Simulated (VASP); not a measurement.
# BaS (F-43m) in VASP: single point with PBE

Aim: the single point of BaS with PBE.

Everything below comes from runs of VASP 6.6.1. Logs are shortened: lines on timing, memory, paths and dates and some standing lists are left out, and cuts for length are marked.

## Step 1: The cell of the first run

The structure is cubic, space group F-43m (No. 216). The conventional cell has a = 7.036 Å, b = 7.036 Å, c = 7.036 Å, α = 90.00°, β = 90.00°, γ = 90.00°. Within 4.0 Å of Ba (site symmetry -43m) lie 4 S at 3.05 Å. S (site symmetry -43m) has 4 Ba at 3.05 Å within 4.0 Å.

## Step 2: Single point, PBE (43.55 Å³/atom)

Input file INCAR:

```
ALGO     = Normal         # electronic algorithm
EDIFF    = 1E-6           # SCF threshold, eV
ENCUT    = 520            # plane-wave cutoff, eV
GGA      = PE             # functional
ISIF     = 2              # what is computed and relaxed
ISMEAR   = 0              # smearing method
LASPH    = T              # aspherical terms in the spheres
LCHARG   = F              # write CHGCAR
LREAL    = F              # projectors in reciprocal space
LWAVE    = F              # write WAVECAR
NBANDS   = 15             # bands
NELM     = 100            # most SCF steps
PREC     = Accurate       # precision mode
SIGMA    = 0.05           # smearing width, eV
```

Input file KPOINTS:

```
k-points
0
Gamma
  8 8 8
```

Input file POSCAR:

```
BaS
1.0
    0.0000000000      3.5181767076      3.5181767076
    3.5181767076      0.0000000000      3.5181767076
    3.5181767076      3.5181767076      0.0000000000
Ba S
1 1
Direct
    0.0000000000      0.0000000000      0.0000000000
    0.2500000000      0.2500000000      0.2500000000
```

Potentials or basis: VASP PAW PBE potentials, release 64 (Ba_sv, S).

The run is started by

```bash
$ cat potpaw_PBE.64/Ba_sv/POTCAR potpaw_PBE.64/S/POTCAR > POTCAR
$ mpirun -np 1 vasp_std > vasp.out
```

OUTCAR:

```text
EDIFF = 1E-6
   ENCUT = 520
   GGA = PE
   ISIF = 2
   ISMEAR = 0
   LASPH = T
   LREAL = F
   NELM = 100
   PREC = Accurate

 ion  position               nearest neighbor table
   1  0.000  0.000  0.000-   2 3.05   2 3.05   2 3.05   2 3.05
   2  0.250  0.250  0.250-   1 3.05   1 3.05   1 3.05   1 3.05

  LATTYP: Found a face centered cubic cell.
 ALAT       =     7.0363534152

  Lattice vectors:

 A1 = (   0.0000000000,   3.5181767076,   3.5181767076)
 A2 = (   3.5181767076,   0.0000000000,   3.5181767076)
 A3 = (   3.5181767076,   3.5181767076,   0.0000000000)

Analysis of symmetry for initial positions (statically):
=====================================================================
 Subroutine PRICEL returns:
 Original cell was already a primitive cell.

 Routine SETGRP: Setting up the symmetry group for a
 face centered cubic supercell.

 Subroutine GETGRP returns: Found 24 space group operations
 (whereof 24 operations were pure point group operations)
 out of a pool of 48 trial point group operations.

The static configuration has the point symmetry T_d .

Analysis of symmetry for dynamics (positions and initial velocities):
=====================================================================
 Subroutine PRICEL returns:
 Original cell was already a primitive cell.

 Routine SETGRP: Setting up the symmetry group for a
 face centered cubic supercell.

 Subroutine GETGRP returns: Found 24 space group operations
 (whereof 24 operations were pure point group operations)
 out of a pool of 48 trial point group operations.

The dynamic configuration has the point symmetry T_d .

 Subroutine INISYM returns: Found 24 space group operations
 (whereof 24 operations are pure point group operations),
 and found     1 'primitive' translations

----------------------------------------------------------------------------------------

                                     Primitive cell

  volume of cell :      87.0929

  direct lattice vectors                    reciprocal lattice vectors
     0.000000000  3.518176708  3.518176708    -0.142119069  0.142119069  0.142119069
     3.518176708  0.000000000  3.518176708     0.142119069 -0.142119069  0.142119069
     3.518176708  3.518176708  0.000000000     0.142119069  0.142119069 -0.142119069

  length of vectors
     4.975453215  4.975453215  4.975453215     0.246157449  0.246157449  0.246157449

  position of ions in fractional coordinates (direct lattice)
     0.000000000  0.000000000  0.000000000
     0.250000000  0.250000000  0.250000000

  ion indices of the primitive-cell ions
   primitive index   ion index
                 1           1
                 2           2

[... 86 lines left out ...]
   ISMEAR =     0;   SIGMA  =   0.05  broadening in eV -4-tet -1-fermi 0-gaus
   EFERMI_NEDOS =   21; number of points for ismear=-14 and -15
   IALGO  =     38    algorithm
   IMIX   =      4    mixing-type and parameters
     AMIX     =   0.40;   BMIX     =  1.00
     AMIX_MAG =   1.60;   BMIX_MAG =  1.00
  volume/ion in A,a.u.               =      43.55       293.87
  Fermi-wavevector in a.u.,A,eV,Ry     =   0.930652  1.758677 11.784177  0.866113
  Thomas-Fermi vector in A             =   2.057062
   LORBIT       =      0    0 simple, 1 ext, 2 COOP (PROOUT), +10 PAW based schemes
   GGA     = PE    functional components
   LHFCALC =     F    Hartree Fock is set to
   AEXX    =    0.0000 exact exchange contribution
   IVDW    =     0    specifies the selected vdW correction
   LEPSILON=     F    determine dielectric tensor
   LRPA    =     F    only Hartree local field effects (RPA)
 non-spin polarized calculation
 Gauss-broadening in eV      SIGMA  =   0.05
  energy-cutoff  :      520.00
  volume of cell :       87.09
 maximum number of plane-waves:      2397
 NGX is ok and might be reduce to    40
   NGX = 19   NGY = 19   NGZ = 19

 number of electron      15.9999999 magnetization

 Free energy of the ion-electron system (eV)
  ---------------------------------------------------
  ext. energy  EPLUGINS =         0.00000000
  ---------------------------------------------------
  free energy    TOTEN  =        -9.73351874 eV

  energy without entropy =       -9.73351874  energy(sigma->0) =       -9.73351874

 E-fermi :   0.1193     XC(G=0):  -7.1813

 val. band max:       -0.1709548196   @ k =  -0.2500   0.5000   0.2500
 cond. band min:       2.5931314919   @ k =   0.0000   0.0000   0.0000
 fundamental gap:      2.7640863115
 Fermi energy:         0.1192837725

 k-point     1 :       0.0000    0.0000    0.0000
  band No.  band energies     occupation
      1     -26.2613      2.00000
      2     -11.4422      2.00000
      3     -11.4422      2.00000
      4     -11.4422      2.00000
      5     -10.0813      2.00000
      6      -0.8496      2.00000
      7      -0.8496      2.00000
      8      -0.8496      2.00000
      9       2.5931      0.00000
     10       4.8762      0.00000
     11       4.8762      0.00000
     12       6.8001      0.00000
     13       6.8001      0.00000
     14       6.8001      0.00000
[... 401 lines left out ...]
      2     -12.0816      2.00000
      3     -11.5597      2.00000
      4     -11.5031      2.00000
      5      -9.3347      2.00000
      6      -0.7703      2.00000
      7      -0.6408      2.00000
      8      -0.4002      2.00000
      9       3.6421      0.00000
     10       4.4362      0.00000
     11       5.1849      0.00000
     12       6.2781      0.00000
     13       6.5925      0.00000
     14       7.1335      0.00000
     15       8.6693      0.00000

 [... further k-points ...]

------------------------ aborting loop because EDIFF is reached ----------------------------------------

  FORCE on cell =-STRESS in cart. coord.  units (eV):
  Direction    XX          YY          ZZ          XY          YZ          ZX
  --------------------------------------------------------------------------------------
  -------------------------------------------------------------------------------------
  Total        0.2196769      0.2196769      0.2196769      0.0000000      0.0000000     -0.0000000
  in kB        4.0412149      4.0412149      4.0412149      0.0000000      0.0000000     -0.0000000
  external PRESSURE =       4.0412149 kB  Pullay stress =       0.0000000 kB

 VOLUME and BASIS-vectors are now :
 -----------------------------------------------------------------------------
  energy-cutoff  :      520.00
  volume of cell :       87.09
      direct lattice vectors                 reciprocal lattice vectors
     0.000000000  3.518176708  3.518176708    -0.142119069  0.142119069  0.142119069
     3.518176708  0.000000000  3.518176708     0.142119069 -0.142119069  0.142119069
     3.518176708  3.518176708  0.000000000     0.142119069  0.142119069 -0.142119069

 POSITION                                       TOTAL-FORCE (eV/Angst)
 -----------------------------------------------------------------------------------
      0.00000      0.00000      0.00000        -0.000000     -0.000000     -0.000000
      1.75909      1.75909      1.75909         0.000000      0.000000      0.000000
 -----------------------------------------------------------------------------------
    total drift:                                0.000000      0.000000      0.000000

  FREE ENERGIE OF THE ION-ELECTRON SYSTEM (eV)
  ---------------------------------------------------
  free  energy   TOTEN  =        -9.7335187402 eV

  energy  without entropy=       -9.7335187402  energy(sigma->0) =       -9.73351874
```

OSZICAR:

```text
N       E                     dE             d eps       ncg     rms          rms(c)
DAV:   1     0.928832263667E+02    0.92883E+02   -0.63079E+03   870   0.881E+02
DAV:   2    -0.386508033277E+01   -0.96748E+02   -0.88034E+02  1204   0.167E+02
DAV:   3    -0.105643446456E+02   -0.66993E+01   -0.66523E+01  1216   0.474E+01
DAV:   4    -0.107203807516E+02   -0.15604E+00   -0.15600E+00  1201   0.712E+00
DAV:   5    -0.107227116912E+02   -0.23309E-02   -0.23309E-02  1283   0.728E-01    0.510E+00
DAV:   6    -0.974533609118E+01    0.97738E+00   -0.13557E+00   982   0.626E+00    0.347E+00
DAV:   7    -0.970678618478E+01    0.38550E-01   -0.39379E-01  1045   0.301E+00    0.252E+00
DAV:   8    -0.971791350610E+01   -0.11127E-01   -0.38046E-02  1017   0.121E+00    0.784E-01
DAV:   9    -0.972883238168E+01   -0.10919E-01   -0.16731E-02   898   0.863E-01    0.377E-01
DAV:  10    -0.973207321691E+01   -0.32408E-02   -0.12933E-03  1031   0.205E-01    0.129E-01
DAV:  11    -0.973346089574E+01   -0.13877E-02   -0.19487E-03   884   0.218E-01    0.319E-02
DAV:  12    -0.973349760681E+01   -0.36711E-04   -0.11416E-04  1253   0.499E-02    0.379E-02
DAV:  13    -0.973351886277E+01   -0.21256E-04   -0.38657E-05   912   0.370E-02    0.102E-02
DAV:  14    -0.973351874022E+01    0.12255E-06   -0.52517E-07  1034   0.500E-03
   1 F= -.97335187E+01 E0= -.97335187E+01  d E =-.159162E-17
```

It took 19 s on 1 thread of Intel Xeon 6975P-C (Granite Rapids), shared host; peak memory 0.25 GiB.

Results:

- Free energy: -9.7335 eV
- Pressure: 0.4 GPa
- Band gap on the k mesh: 2.76 eV (least direct gap 3.41 eV)

Caveat: spin-orbit coupling is left out, which moves the levels of the heavy elements. A k mesh can miss the band edges.
